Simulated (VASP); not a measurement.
# BiSe4 (P-43m) in VASP: notebook, part 2 of 3

VASP 6.6.1. Earlier steps stand in the parts before.

**3. Single point, PBE**

This run uses another cell than the first one, of 35.36 Å³/atom.

Contents of INCAR:

```
SYSTEM = BiSe4
PREC = Accurate
ENCUT = 520
EDIFF = 1E-6
ISMEAR = 0
SIGMA = 0.1
LREAL = .FALSE.
LASPH = .TRUE.
NELM = 60
ALGO = Normal
ISIF = 2
LWAVE = .FALSE.
LCHARG = .TRUE.
GGA = PE
LELF = .TRUE.
LVHAR = .TRUE.
NBANDS = 28
```

Contents of KPOINTS:

```
Automatic mesh
0
G
  4 4 4
  0 0 0
```

Contents of POSCAR:

```
BiSe4
1.0
    5.6126582200      0.0000000000      0.0000000000
    0.0000000000      5.6126582200      0.0000000000
    0.0000000000      0.0000000000      5.6126582200
Bi Se
1 4
Direct
    0.0000000000      0.0000000000      0.0000000000
    0.2437810800      0.7562189200      0.7562189200
    0.7562189200      0.2437810800      0.7562189200
    0.7562189200      0.7562189200      0.2437810800
    0.2437810800      0.2437810800      0.2437810800
```

Potentials or basis: VASP PAW PBE potentials, release 64 (Bi_d, Se).

Launch:

```
cat potpaw_PBE.64/Bi_d/POTCAR potpaw_PBE.64/Se/POTCAR > POTCAR
mpirun -np 1 vasp_std > vasp.out
```

OUTCAR:

```text
SYSTEM = BiSe4
   PREC = Accurate
   ENCUT = 520
   EDIFF = 1E-6
   ISMEAR = 0
   LREAL = .FALSE.
   LASPH = .TRUE.
   NELM = 60
   ISIF = 2
   GGA = PE

 ion  position               nearest neighbor table
   1  0.000  0.000  0.000-   2 2.37   3 2.37   4 2.37   5 2.37
   2  0.244  0.756  0.756-   1 2.37
   3  0.756  0.244  0.756-   1 2.37
   4  0.756  0.756  0.244-   1 2.37
   5  0.244  0.244  0.244-   1 2.37

  LATTYP: Found a simple cubic cell.
 ALAT       =     5.6126582200

  Lattice vectors:

 A1 = (   5.6126582200,   0.0000000000,   0.0000000000)
 A2 = (   0.0000000000,   5.6126582200,   0.0000000000)
 A3 = (   0.0000000000,   0.0000000000,   5.6126582200)

Analysis of symmetry for initial positions (statically):
=====================================================================
 Subroutine PRICEL returns:
 Original cell was already a primitive cell.

 Routine SETGRP: Setting up the symmetry group for a
 simple cubic supercell.

 Subroutine GETGRP returns: Found 24 space group operations
 (whereof 24 operations were pure point group operations)
 out of a pool of 48 trial point group operations.

The static configuration has the point symmetry T_d .

Analysis of symmetry for dynamics (positions and initial velocities):
=====================================================================
 Subroutine PRICEL returns:
 Original cell was already a primitive cell.

 Routine SETGRP: Setting up the symmetry group for a
 simple cubic supercell.

 Subroutine GETGRP returns: Found 24 space group operations
 (whereof 24 operations were pure point group operations)
 out of a pool of 48 trial point group operations.

The dynamic configuration has the point symmetry T_d .

 Subroutine INISYM returns: Found 24 space group operations
 (whereof 24 operations are pure point group operations),
 and found     1 'primitive' translations

[... 102 lines left out ...]
   IALGO  =     38    algorithm
   IMIX   =      4    mixing-type and parameters
     AMIX     =   0.40;   BMIX     =  1.00
     AMIX_MAG =   1.60;   BMIX_MAG =  1.00
  volume/ion in A,a.u.               =      35.36       238.63
  Fermi-wavevector in a.u.,A,eV,Ry     =   0.989148  1.869218 13.312117  0.978413
  Thomas-Fermi vector in A             =   2.120725
   LORBIT       =      0    0 simple, 1 ext, 2 COOP (PROOUT), +10 PAW based schemes
   GGA     = PE    functional components
   LHFCALC =     F    Hartree Fock is set to
   AEXX    =    0.0000 exact exchange contribution
   IVDW    =     0    specifies the selected vdW correction
   LEPSILON=     F    determine dielectric tensor
   LRPA    =     F    only Hartree local field effects (RPA)
 non-spin polarized calculation
 Gauss-broadening in eV      SIGMA  =   0.10
  energy-cutoff  :      520.00
  volume of cell :      176.81
 maximum number of plane-waves:      4782
 NGX is ok and might be reduce to    42
   NGX = 21   NGY = 21   NGZ = 21

 number of electron      39.0000025 magnetization

 Free energy of the ion-electron system (eV)
  ---------------------------------------------------
  ext. energy  EPLUGINS =         0.00000000
  ---------------------------------------------------
  free energy    TOTEN  =       -12.78483158 eV

  energy without entropy =      -12.71790424  energy(sigma->0) =      -12.75136791

 E-fermi :   0.9769     XC(G=0):  -8.0084

 val. band max:        0.9515233250   @ k =   0.5000   0.2500   0.0000
 cond. band min:       1.0038095644   @ k =   0.5000   0.5000   0.0000
 fundamental gap:      0.0522862393
 Fermi energy:         0.9769398075

 k-point     1 :       0.0000    0.0000    0.0000
  band No.  band energies     occupation
      1     -22.2393      2.00000
      2     -22.2393      2.00000
      3     -22.2393      2.00000
      4     -22.0450      2.00000
      5     -22.0450      2.00000
      6     -13.7396      2.00000
[... 299 lines left out ...]
     27       7.9577      0.00000
     28       7.9577      0.00000

------------------------ aborting loop because EDIFF is reached ----------------------------------------

  FORCE on cell =-STRESS in cart. coord.  units (eV):
  Direction    XX          YY          ZZ          XY          YZ          ZX
  --------------------------------------------------------------------------------------
  -------------------------------------------------------------------------------------
  Total        9.5242000      9.5242000      9.5242000      0.0000000      0.0000000     -0.0000000
  in kB       86.3044714     86.3044714     86.3044714      0.0000000      0.0000000     -0.0000000
  external PRESSURE =      86.3044714 kB  Pullay stress =       0.0000000 kB

 VOLUME and BASIS-vectors are now :
 -----------------------------------------------------------------------------
  energy-cutoff  :      520.00
  volume of cell :      176.81
      direct lattice vectors                 reciprocal lattice vectors
     5.612658220  0.000000000  0.000000000     0.178168697  0.000000000  0.000000000
     0.000000000  5.612658220  0.000000000     0.000000000  0.178168697  0.000000000
     0.000000000  0.000000000  5.612658220     0.000000000  0.000000000  0.178168697

 POSITION                                       TOTAL-FORCE (eV/Angst)
 -----------------------------------------------------------------------------------
      0.00000      0.00000      0.00000         0.000000      0.000000      0.000000
      1.36826      4.24440      4.24440         2.235190     -2.235190     -2.235190
      4.24440      1.36826      4.24440        -2.235190      2.235190     -2.235190
      4.24440      4.24440      1.36826        -2.235190     -2.235190      2.235190
      1.36826      1.36826      1.36826         2.235190      2.235190      2.235190
 -----------------------------------------------------------------------------------
    total drift:                               -0.000000     -0.000000     -0.000000

  FREE ENERGIE OF THE ION-ELECTRON SYSTEM (eV)
  ---------------------------------------------------
  free  energy   TOTEN  =       -12.7848315765 eV

  energy  without entropy=      -12.7179042400  energy(sigma->0) =      -12.75136791
```

Run time: 35 s. Hardware: 1 thread of Intel Xeon 6975P-C (Granite Rapids), shared host; peak memory 0.26 GiB.

Results:

```
Free energy            : -12.7848 eV
Pressure               : 8.6 GPa
Largest force          : 3.871 eV/Å
Band gap on the k mesh : zero (an odd number of electrons rules out a gap without spin polarisation)
```

Forces in eV/Å, atoms in the order of the input:
```
Bi   0.000  0.000  0.000
Se   2.235 -2.235 -2.235
Se  -2.235  2.235 -2.235
Se  -2.235 -2.235  2.235
Se   2.235  2.235  2.235
```

Levels at points of the mesh, in eV from the Fermi level:
```
           k point  band 16  band 17  band 18  band 19  band 20  band 21  band 22  band 23
(0.00, 0.00, 0.00)    -0.51    -0.51    -0.51     0.30     0.30     0.30     1.29     4.20
(0.50, 0.00, 0.00)    -1.31    -1.22    -0.37    -0.37    -0.06    -0.06     2.67     4.27
(0.50, 0.50, 0.00)    -1.30    -0.80    -0.31    -0.31     0.03     0.25     2.66     4.60
(0.50, 0.50, 0.50)    -1.05     0.11     0.11     0.19     0.19     0.19     1.21     5.09
```

Caveat: the cell stands under pressure; spin-orbit coupling is left out, which moves the levels of the heavy elements; forces of over 1 eV/Å act on the atoms, so gaps and moduli don't describe the material at rest.

**4. Single point, PBE**

This run uses another cell than the first one, of 28.43 Å³/atom.

Contents of INCAR:

```
SYSTEM = BiSe4
PREC     = Accurate       ! precision mode
ENCUT    = 520            ! plane-wave cutoff, eV
EDIFF    = 1E-7           ! SCF threshold, eV
ISMEAR   = 0              ! smearing method
SIGMA    = 0.1            ! smearing width, eV
LREAL    = .FALSE.        ! projectors in reciprocal space
LASPH    = .TRUE.         ! aspherical terms in the spheres
NELM     = 100            ! most SCF steps
ALGO     = Normal         ! electronic algorithm
ISIF     = 2              ! what is computed and relaxed
LWAVE    = .FALSE.        ! write WAVECAR
LCHARG   = .FALSE.        ! write CHGCAR
GGA      = PE             ! functional
NBANDS   = 28             ! bands
```

Contents of KPOINTS:

```
regular mesh
0
G
  8 8 8
  0 0 0
```

Contents of POSCAR:

```
BiSe4
1.0
    5.2190650140      0.0000000000      0.0000000000
    0.0000000000      5.2190650140      0.0000000000
    0.0000000000      0.0000000000      5.2190650140
Bi Se
1 4
Direct
    0.0000000000      0.0000000000      0.0000000000
    0.3063220504      0.6936779496      0.6936779496
    0.6936779496      0.3063220504      0.6936779496
    0.6936779496      0.6936779496      0.3063220504
    0.3063220504      0.3063220504      0.3063220504
```

Launch:

```
cat potpaw_PBE.64/Bi_d/POTCAR potpaw_PBE.64/Se/POTCAR > POTCAR
mpirun -np 1 vasp_std > vasp.out
```

It took 66 s on 1 thread of Intel Xeon 6975P-C (Granite Rapids), shared host; peak memory 0.31 GiB.

It converged, with:

| Quantity | Value |
| --- | --- |
| Free energy | -15.7009 eV |
| Pressure | 0.0 GPa |
| Band gap on the k mesh | zero (an odd number of electrons rules out a gap without spin polarisation) |

Levels at points of the mesh, in eV from the Fermi level:
```csv
k point,band 17,band 18,band 19,band 20,band 21,band 22
"(0.00, 0.00, 0.00)",-0.31,-0.31,-0.31,-0.16,-0.16,-0.16
"(0.50, 0.00, 0.00)",-1.30,-0.64,-0.64,0.01,0.01,1.03
"(0.50, 0.50, 0.00)",-2.58,-0.88,0.16,0.16,0.96,1.73
"(0.50, 0.50, 0.50)",-0.47,-0.47,-0.47,0.72,0.72,0.72
```

Caveat: spin-orbit coupling is left out, which moves the levels of the heavy elements.

(Continued in part 3 of 3.)
